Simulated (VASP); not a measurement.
# Sb in VASP: notebook, part 2 of 2

VASP 6.6.1. The steps go on from the part before.

**4. Single point, PBE**

INCAR reads:

```
ALGO     = Normal         # electronic algorithm
DIPOL    = 0.5 0.5 0.500
EDIFF    = 1E-7           # SCF threshold, eV
EFIELD   = -0.2         
ENCUT    = 520            # plane-wave cutoff, eV
GGA      = PE             # functional
IDIPOL   = 3            
ISIF     = 2              # what is computed and relaxed
ISMEAR   = -1             # smearing method
LASPH    = True           # aspherical terms in the spheres
LCHARG   = False          # write CHGCAR
LDIPOL   = True         
LREAL    = False          # projectors in reciprocal space
LWAVE    = False          # write WAVECAR
NBANDS   = 18             # bands
NELM     = 100            # most SCF steps
PREC     = Accurate       # precision mode
SIGMA    = 0.08           # smearing width, eV
```

KPOINTS reads:

```
k-points
0
Gamma
  10 7 1
```

POSCAR reads:

```
Sb
1.0
    3.3884663829      0.0000000000      0.0000000000
    0.0000000000      4.7920151143      0.0000000000
    0.0000000000      0.0000000000     21.0827000000
Sb
4
Direct
    0.2500000000      0.2500000000      0.4099125997
    0.7500000000      0.7500000000      0.4478105265
    0.2500000000      0.2500000000      0.5521894750
    0.7500000000      0.7500000000      0.5900873984
```

Potentials or basis: VASP PAW PBE potentials, release 64 (Sb).

Launch:

```console
cat potpaw_PBE.64/Sb/POTCAR > POTCAR
mpirun -np 1 vasp_std > vasp.out
```

OUTCAR:

```text
EDIFF = 1E-7
   ENCUT = 520
   GGA = PE
   ISIF = 2
   ISMEAR = -1
   LASPH = True
   LREAL = False
   NELM = 100
   PREC = Accurate

 ion  position               nearest neighbor table
   1  0.250  0.250  0.410-   3 3.00   2 3.04   2 3.04   2 3.04   2 3.04
   2  0.750  0.750  0.448-   4 3.00   1 3.04   1 3.04   1 3.04   1 3.04   3 3.67   3 3.67   3 3.67
                             3 3.67
   3  0.250  0.250  0.552-   1 3.00   4 3.04   4 3.04   4 3.04   4 3.04   2 3.67   2 3.67   2 3.67
                             2 3.67
   4  0.750  0.750  0.590-   2 3.00   3 3.04   3 3.04   3 3.04   3 3.04

  LATTYP: Found a simple orthorhombic cell.
 ALAT       =     3.3884663829
 B/A-ratio  =     1.4142135624
 C/A-ratio  =     6.2219002987

  Lattice vectors:

 A1 = (   3.3884663829,   0.0000000000,   0.0000000000)
 A2 = (   0.0000000000,   4.7920151143,   0.0000000000)
 A3 = (   0.0000000000,   0.0000000000,  21.0827000000)

Analysis of symmetry for initial positions (statically):
=====================================================================
 Subroutine PRICEL returns:
 Original cell was already a primitive cell.

 Routine SETGRP: Setting up the symmetry group for a
 simple orthorhombic supercell.

 Subroutine GETGRP returns: Found  8 space group operations
 (whereof  2 operations were pure point group operations)
 out of a pool of  8 trial point group operations.

The static configuration has the point symmetry S_2 .
 The point group associated with its full space group is D_2h.

Analysis of symmetry for dynamics (positions and initial velocities):
=====================================================================
 An external electric field (EFIELD) may reduce the allowed symmetry operations
 Subroutine PRICEL returns:
 Original cell was already a primitive cell.

 Routine SETGRP: Setting up the symmetry group for a
 simple orthorhombic supercell.

 Subroutine GETGRP returns: Found  4 space group operations
 (whereof  1 operations were pure point group operations)
 out of a pool of  8 trial point group operations.

[... 132 lines left out ...]
   IVDW    =     0    specifies the selected vdW correction
   LEPSILON=     F    determine dielectric tensor
   LRPA    =     F    only Hartree local field effects (RPA)
 non-spin polarized calculation
  energy-cutoff  :      520.00
  volume of cell :      342.33
 maximum number of plane-waves:      9254
 NGX is ok and might be reduce to    28
   NGX = 13   NGY = 17   NGZ = 79

 dipolmoment           0.000000      0.000000      0.000000 electrons x Angstroem

 number of electron      20.0000000 magnetization

 dipolmoment           0.000000      0.000000     -0.120970 electrons x Angstroem

 Free energy of the ion-electron system (eV)
  ---------------------------------------------------
  ext. energy  EPLUGINS =         0.00000000
  ---------------------------------------------------
  free energy    TOTEN  =       -14.96802236 eV

  energy without entropy =      -14.91975487  energy(sigma->0) =      -14.94388861

 E-fermi :   0.1776     XC(G=0):  -3.7958

 val. band max:        0.1696574303   @ k =   0.1000   0.4286   0.0000
 cond. band min:       0.1803388088   @ k =   0.0000   0.1429   0.0000
 fundamental gap:      0.0106813785
 Fermi energy:         0.1775552980

 k-point     1 :       0.0000    0.0000    0.0000
  band No.  band energies     occupation
      1     -13.0934      2.00000
      2     -11.4382      2.00000
      3      -7.4616      2.00000
      4      -6.9608      2.00000
      5      -5.2137      2.00000
      6      -3.7690      2.00000
[... 481 lines left out ...]
      5      -5.8661      2.00000
      6      -5.8658      2.00000
[... 10 lines left out ...]
     17       6.1159      0.00000
     18       6.1771      0.00000

------------------------ aborting loop because EDIFF is reached ----------------------------------------

 vacuum level on the upper side and lower side of the slab       (xc-potential included)         1.387        -1.435

  FORCE on cell =-STRESS in cart. coord.  units (eV):
  Direction    XX          YY          ZZ          XY          YZ          ZX
  --------------------------------------------------------------------------------------
  -------------------------------------------------------------------------------------
  Total        7.4554359      7.1837529      0.0400103      0.0000000      0.0000000      0.0000000
  in kB       34.8928172     33.6212903      0.1872554      0.0000000      0.0000000      0.0000000
  external PRESSURE =      22.9004543 kB  Pullay stress =       0.0000000 kB

 VOLUME and BASIS-vectors are now :
 -----------------------------------------------------------------------------
  energy-cutoff  :      520.00
  volume of cell :      342.33
      direct lattice vectors                 reciprocal lattice vectors
     3.388466383  0.000000000  0.000000000     0.295118761  0.000000000  0.000000000
     0.000000000  4.792015114  0.000000000     0.000000000  0.208680477  0.000000000
     0.000000000  0.000000000 21.082700000     0.000000000  0.000000000  0.047432255

 POSITION                                       TOTAL-FORCE (eV/Angst)
 -----------------------------------------------------------------------------------
      0.84712      1.19800      8.64206         0.000000      0.000000     -0.020042
      2.54135      3.59401      9.44105         0.000000      0.000000      0.002301
      0.84712      1.19800     11.64165         0.000000      0.000000      0.005250
      2.54135      3.59401     12.44064         0.000000      0.000000      0.012491
 -----------------------------------------------------------------------------------
    total drift:                                0.000000     -0.000000      0.000004

  FREE ENERGIE OF THE ION-ELECTRON SYSTEM (eV)
  ---------------------------------------------------
  free  energy   TOTEN  =       -14.9680223587 eV

  energy  without entropy=      -14.9197548707  energy(sigma->0) =      -14.94388861

 vacuum level on the upper side and lower side of the slab         5.288         2.517
```

stdout:

```text
POSCAR found type information on POSCAR Sb
 POSCAR found :  1 types and       4 ions
 scaLAPACK will be used
 LDA part: xc-table for (Slater+PW92), standard interpolation
 POSCAR, INCAR and KPOINTS ok, starting setup
 FFT: planning ... GRIDC
 FFT: planning ... GRID_SOFT
 FFT: planning ... GRID
 WAVECAR not read
 entering main loop
```

Run time: 1.7 min. Hardware: 1 thread of Intel Xeon 6975P-C (Granite Rapids), shared host; peak memory 0.45 GiB.

What came out:

- Free energy: -14.9680 eV
- Largest force: 0.020 eV/Å
- Band gap on the k mesh: zero (bands 10 and 11 overlap by 2.29 eV)

Forces on the atoms (eV/Å):
```
Sb   0.000  0.000 -0.020
Sb   0.000  0.000  0.002
Sb   0.000  0.000  0.005
Sb   0.000  0.000  0.012
```

Caveat: spin-orbit coupling is left out, which moves the levels of the heavy elements.

**5. Single point, PBE**

INCAR reads:

```
SYSTEM = Sb
ALGO = Normal ; EDIFF = 1E-6
ENCUT = 520 ; GGA = PE
ISIF = 2 ; ISMEAR = -1
LASPH = .TRUE. ; LCHARG = .TRUE.
LELF = .TRUE. ; LREAL = .FALSE.
LVHAR = .TRUE. ; LWAVE = .FALSE.
NBANDS = 18 ; NELM = 100
PREC = Accurate ; SIGMA = 0.08
```

KPOINTS reads:

```
k-points
0
G
  10 7 1
  0 0 0
```

POSCAR is that of step 4.

Potentials or basis: VASP PAW PBE potentials, release 64 (Sb).

Launch:

```console
cat potpaw_PBE.64/Sb/POTCAR > POTCAR
mpirun -np 1 vasp_std > vasp.out
```

OUTCAR:

```text
SYSTEM = Sb
   EDIFF = 1E-6
   ENCUT = 520
   GGA = PE
   ISIF = 2
   ISMEAR = -1
   LASPH = .TRUE.
   LREAL = .FALSE.
   NELM = 100
   PREC = Accurate

 ion  position               nearest neighbor table
   1  0.250  0.250  0.410-   3 3.00   2 3.04   2 3.04   2 3.04   2 3.04
   2  0.750  0.750  0.448-   4 3.00   1 3.04   1 3.04   1 3.04   1 3.04   3 3.67   3 3.67   3 3.67
                             3 3.67
   3  0.250  0.250  0.552-   1 3.00   4 3.04   4 3.04   4 3.04   4 3.04   2 3.67   2 3.67   2 3.67
                             2 3.67
   4  0.750  0.750  0.590-   2 3.00   3 3.04   3 3.04   3 3.04   3 3.04

  LATTYP: Found a simple orthorhombic cell.
 ALAT       =     3.3884663829
 B/A-ratio  =     1.4142135624
 C/A-ratio  =     6.2219002987

  Lattice vectors:

 A1 = (   3.3884663829,   0.0000000000,   0.0000000000)
 A2 = (   0.0000000000,   4.7920151143,   0.0000000000)
 A3 = (   0.0000000000,   0.0000000000,  21.0827000000)

Analysis of symmetry for initial positions (statically):
=====================================================================
 Subroutine PRICEL returns:
 Original cell was already a primitive cell.

 Routine SETGRP: Setting up the symmetry group for a
 simple orthorhombic supercell.

 Subroutine GETGRP returns: Found  8 space group operations
 (whereof  2 operations were pure point group operations)
 out of a pool of  8 trial point group operations.

The static configuration has the point symmetry S_2 .
 The point group associated with its full space group is D_2h.

Analysis of symmetry for dynamics (positions and initial velocities):
=====================================================================
 Subroutine PRICEL returns:
 Original cell was already a primitive cell.

 Routine SETGRP: Setting up the symmetry group for a
 simple orthorhombic supercell.

 Subroutine GETGRP returns: Found  8 space group operations
 (whereof  2 operations were pure point group operations)
 out of a pool of  8 trial point group operations.

The dynamic configuration has the point symmetry S_2 .
 The point group associated with its full space group is D_2h.

 Subroutine INISYM returns: Found  8 space group operations
 (whereof  2 operations are pure point group operations),
 and found     1 'primitive' translations

----------------------------------------------------------------------------------------

                                     Primitive cell

  volume of cell :     342.3321

  direct lattice vectors                    reciprocal lattice vectors
     3.388466383  0.000000000  0.000000000     0.295118761  0.000000000  0.000000000
     0.000000000  4.792015114  0.000000000     0.000000000  0.208680477  0.000000000
     0.000000000  0.000000000 21.082700000     0.000000000  0.000000000  0.047432255

  length of vectors
     3.388466383  4.792015114 21.082700000     0.295118761  0.208680477  0.047432255

  position of ions in fractional coordinates (direct lattice)
     0.250000000  0.250000000  0.409912600
     0.750000000  0.750000000  0.447810526
     0.250000000  0.250000000  0.552189475
     0.750000000  0.750000000  0.590087398

  ion indices of the primitive-cell ions
   primitive index   ion index
                 1           1
                 2           2
[... 26 lines left out ...]

 Found     24 irreducible k-points:

 Following reciprocal coordinates:
            Coordinates               Weight
  0.000000  0.000000  0.000000      1.000000
  0.100000  0.000000  0.000000      2.000000
  0.200000  0.000000  0.000000      2.000000
  0.300000  0.000000  0.000000      2.000000
  0.400000  0.000000  0.000000      2.000000
  0.500000  0.000000  0.000000      1.000000
[... 16 lines left out ...]
  0.400000  0.428571  0.000000      4.000000
  0.500000  0.428571  0.000000      2.000000
   k-points           NKPTS =     24   k-points in BZ     NKDIM =     24   number of bands    NBANDS=     18
   number of dos      NEDOS =    301   number of ions     NIONS =      4
   total plane-waves  NPLWV = 161280
   dimension x,y,z NGX =    28 NGY =   36 NGZ =  160
   dimension x,y,z NGXF=    56 NGYF=   72 NGZF=  320
   ions per type =               4
   NGX,Y,Z   is equivalent  to a cutoff of  13.74, 12.49, 12.62 a.u.
   NGXF,Y,Z  is equivalent  to a cutoff of  27.47, 24.98, 25.23 a.u.
 SYSTEM =  Sb
   PREC   = accura    normal or accurate (medium, high low for compatibility)
   ISTART =      0    job   : 0-new  1-cont  2-samecut
   ICHARG =      2    charge: 1-file 2-atom 10-const
   ISPIN  =      1    spin polarized calculation?
   LNONCOLLINEAR =      F non collinear calculations
   LSORBIT =      F    spin-orbit coupling
   LASPH  =      T    aspherical Exc in radial PAW
   ENCUT  =  520.0 eV  38.22 Ry    6.18 a.u.   6.30  8.91 39.20*2*pi/ulx,y,z
   NELM   =    100;   NELMIN=  2; NELMDL= -5     # of ELM steps
   EDIFF  = 0.1E-05   stopping-criterion for ELM
   LREAL  =      F    real-space projection
   EDIFFG = 0.1E-04   stopping-criterion for IOM
   NSW    =      0    number of steps for IOM
   IBRION =     -1    ionic relax: 0-MD 1-quasi-New 2-CG
   NFREE  =      0    steps in history (QN), initial steepest desc. (CG)
   ISIF   =      2    stress and relaxation
   ISYM   =      2    0-nonsym 1-usesym 2-fastsym
   POTIM  = 0.5000    time-step for ionic-motion
   TEBEG  =    0.0;   TEEND  =   0.0 temperature during run
   PSTRESS=    0.0 pullay stress
   NELECT =      20.0000    total number of electrons
   NUPDOWN=      -1.0000    fix difference up-down
   EMIN   =  10.00;   EMAX   =-10.00  energy-range for DOS
   EFERMI =   0.00;   METHOD = LEGACY
   ISMEAR =    -1;   SIGMA  =   0.08  broadening in eV -4-tet -1-fermi 0-gaus
   EFERMI_NEDOS =   21; number of points for ismear=-14 and -15
   IALGO  =     38    algorithm
   IMIX   =      4    mixing-type and parameters
     AMIX     =   0.40;   BMIX     =  1.00
     AMIX_MAG =   1.60;   BMIX_MAG =  1.00
  volume/ion in A,a.u.               =      85.58       577.54
  Fermi-wavevector in a.u.,A,eV,Ry     =   0.635237  1.200423  5.490301  0.403526
  Thomas-Fermi vector in A             =   1.699502
   LORBIT       =      0    0 simple, 1 ext, 2 COOP (PROOUT), +10 PAW based schemes
   GGA     = PE    functional components
   LHFCALC =     F    Hartree Fock is set to
   AEXX    =    0.0000 exact exchange contribution
   IVDW    =     0    specifies the selected vdW correction
   LEPSILON=     F    determine dielectric tensor
   LRPA    =     F    only Hartree local field effects (RPA)
 non-spin polarized calculation
  energy-cutoff  :      520.00
  volume of cell :      342.33
 maximum number of plane-waves:      9254
 NGX is ok and might be reduce to    28
   NGX = 13   NGY = 17   NGZ = 79

 number of electron      20.0000000 magnetization

 Free energy of the ion-electron system (eV)
  ---------------------------------------------------
  ext. energy  EPLUGINS =         0.00000000
  ---------------------------------------------------
  free energy    TOTEN  =       -14.95593112 eV

  energy without entropy =      -14.90770379  energy(sigma->0) =      -14.93181746

 E-fermi :   0.1818     XC(G=0):  -3.7953

 val. band max:        0.1738416117   @ k =   0.1000   0.4286   0.0000
 cond. band min:       0.1852746265   @ k =   0.0000   0.1429   0.0000
 fundamental gap:      0.0114330147
 Fermi energy:         0.1818303443

 k-point     1 :       0.0000    0.0000    0.0000
  band No.  band energies     occupation
      1     -13.0894      2.00000
      2     -11.4344      2.00000
      3      -7.4576      2.00000
      4      -6.9571      2.00000
      5      -5.2097      2.00000
      6      -3.7651      2.00000
[... 481 lines left out ...]
      5      -5.8620      2.00000
      6      -5.8620      2.00000
[... 10 lines left out ...]
     17       6.1655      0.00000
     18       6.1655      0.00000

------------------------ aborting loop because EDIFF is reached ----------------------------------------

  FORCE on cell =-STRESS in cart. coord.  units (eV):
  Direction    XX          YY          ZZ          XY          YZ          ZX
  --------------------------------------------------------------------------------------
  -------------------------------------------------------------------------------------
  Total        7.4518864      7.1768309      0.0521911     -0.0000000      0.0000000      0.0000000
  in kB       34.8762045     33.5888941      0.2442639     -0.0000000      0.0000000      0.0000000
  external PRESSURE =      22.9031208 kB  Pullay stress =       0.0000000 kB

 VOLUME and BASIS-vectors are now :
 -----------------------------------------------------------------------------
  energy-cutoff  :      520.00
  volume of cell :      342.33
      direct lattice vectors                 reciprocal lattice vectors
     3.388466383  0.000000000  0.000000000     0.295118761  0.000000000  0.000000000
     0.000000000  4.792015114  0.000000000     0.000000000  0.208680477  0.000000000
     0.000000000  0.000000000 21.082700000     0.000000000  0.000000000  0.047432255

 POSITION                                       TOTAL-FORCE (eV/Angst)
 -----------------------------------------------------------------------------------
      0.84712      1.19800      8.64206         0.000000      0.000000     -0.014483
      2.54135      3.59401      9.44105         0.000000     -0.000000     -0.000870
      0.84712      1.19800     11.64165         0.000000     -0.000000      0.000870
      2.54135      3.59401     12.44064         0.000000      0.000000      0.014483
 -----------------------------------------------------------------------------------
    total drift:                               -0.000000     -0.000000      0.000002

  FREE ENERGIE OF THE ION-ELECTRON SYSTEM (eV)
  ---------------------------------------------------
  free  energy   TOTEN  =       -14.9559311248 eV

  energy  without entropy=      -14.9077037862  energy(sigma->0) =      -14.93181746
```

Run time: 86 s. Hardware: 1 thread of Intel Xeon 6975P-C (Granite Rapids), shared host; peak memory 0.46 GiB.

Results:

```
Free energy            : -14.9559 eV
Largest force          : 0.014 eV/Å
Band gap on the k mesh : zero (bands 10 and 11 overlap by 2.29 eV)
```

Forces in eV/Å, atoms in the order of the input:
```
Sb   0.000  0.000 -0.014
Sb   0.000  0.000 -0.001
Sb   0.000  0.000  0.001
Sb   0.000  0.000  0.014
```

Levels at points of the mesh, in eV from the Fermi level:
| k point | band 6 | band 7 | band 8 | band 9 | band 10 | band 11 | band 12 | band 13 | band 14 | band 15 |
| --- | --- | --- | --- | --- | --- | --- | --- | --- | --- | --- |
| (0.00, 0.00, 0.00) | -3.95 | -3.84 | -2.17 | -0.14 | 0.56 | 1.25 | 1.39 | 2.35 | 3.49 | 3.52 |
| (0.50, 0.00, 0.00) | -3.23 | -2.62 | -2.62 | -1.83 | -1.83 | -0.50 | -0.50 | -0.36 | -0.36 | 1.62 |

Caveat: spin-orbit coupling is left out, which moves the levels of the heavy elements.

**6. The runs side by side**

```tsv
cell	dipole correction	electric field (eV/Å)	gap on the mesh (eV)	largest force (eV/Å)
as given, atomic positions A	yes	-	none	0.44
as given, atomic positions B	yes	-	none	0.01
as given, atomic positions B	yes	-0.2 eV/Å	none	0.02
as given, atomic positions B	no	-	none	0.01
```

Alike in all rows: task single point; level PBE; potentials or basis VASP PAW PBE potentials, release 64 (Sb); no spin polarisation; k mesh 10 × 7 × 1; cutoff (eV) 520; smearing fermi-dirac 0.08 eV.

Caveats: spin-orbit coupling is left out, which moves the levels of the heavy elements.

Total energies depend on the potentials used, so only differences within one code and one set of settings carry meaning.
